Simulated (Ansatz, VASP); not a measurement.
## SrCl2 in VASP and in Ansatz

Contents of POSCAR:

```
SrCl2
1.0
    0.4373308105      3.7173118892      3.7173118892
    3.7173118892      0.4373308105      3.7173118892
    3.7173118892      3.7173118892      0.4373308105
Sr Cl
1 2
Direct
    0.0000000000      0.0000000000      0.0000000000
    0.2500000000      0.2500000000      0.2500000000
    0.7500000000      0.7500000000      0.7500000000
```

Contents of INCAR.step1:

```
SYSTEM = SrCl2
PREC = Accurate ; ENCUT = 520
ISMEAR = 0 ; SIGMA = 0.05
LREAL = .FALSE. ; LASPH = .TRUE.
NELM = 100 ; NBANDS = 19
GGA = PE ; ALGO = Normal
EDIFF = 1E-4 ; LWAVE = .TRUE.
LCHARG = .FALSE.
```

Contents of INCAR.step2:

```
SYSTEM = SrCl2
PREC = Accurate ; ENCUT = 520
EDIFF = 1E-7 ; ISMEAR = 0
SIGMA = 0.05 ; LREAL = .FALSE.
LASPH = .TRUE. ; NELM = 100
ALGO = Normal ; ISIF = 2
LWAVE = .FALSE. ; LCHARG = .FALSE.
METAGGA = R2SCAN ; LMIXTAU = .TRUE.
NBANDS = 19 ; ISTART = 1
```

File KPOINTS:

```
Automatic mesh
0
G
  6 6 6
  0 0 0
```

Input for Ansatz:

```yaml
crystal:
  lattice:
    - [0.4373308105, 3.7173118892, 3.7173118892]
    - [3.7173118892, 0.4373308105, 3.7173118892]
    - [3.7173118892, 3.7173118892, 0.4373308105]
  atoms:
    - { symbol: Sr, position: [0.0, 0.0, 0.0] }
    - { symbol: Cl, position: [0.25, 0.25, 0.25] }
    - { symbol: Cl, position: [0.75, 0.75, 0.75] }
basis:
  ecutwfc: 500
kpoints:
  mp_grid: { grid: [6, 6, 6] }
hamiltonian:
  xc: r2scan
scf:
  occupations: { method: gaussian, width: 0.05 }
output:
  forces: true
  stress: true
  eigenvalues: true
```

Alike in both runs: task single point; functional r2SCAN; k mesh 6 × 6 × 6; occupations gaussian, width 0.05 eV; no spin polarisation.

|  | VASP | Ansatz |
| --- | --- | --- |
| version | VASP 6.6.1 | Ansatz 0.2.0 |
| potentials or method | VASP PAW PBE potentials, release 64 (Sr_sv, Cl), cutoff 520 eV | scalar-relativistic, plane waves, PAW |
| valence electrons in the cell | 24 | 24 |

```csv
,VASP,Ansatz,Ansatz less VASP
gap on the k mesh at the Fermi level (eV),6.08,6.08,+0.002
least direct gap on the mesh (eV),6.15,6.15,-0.002
pressure (GPa),1.8,1.7,-0.06
"traceless stress, the component that is largest in VASP (GPa)",-0.88,-0.85,+0.027
rms of the force components (eV/Å),0.149,0.142,-0.0070
```

VASP's potentials were made for PBE, not for r2SCAN. Atom by atom the forces differ by 0.007 eV/Å (rms over components). With one functional, cell and mesh, what is left measures potentials, basis and numerics.
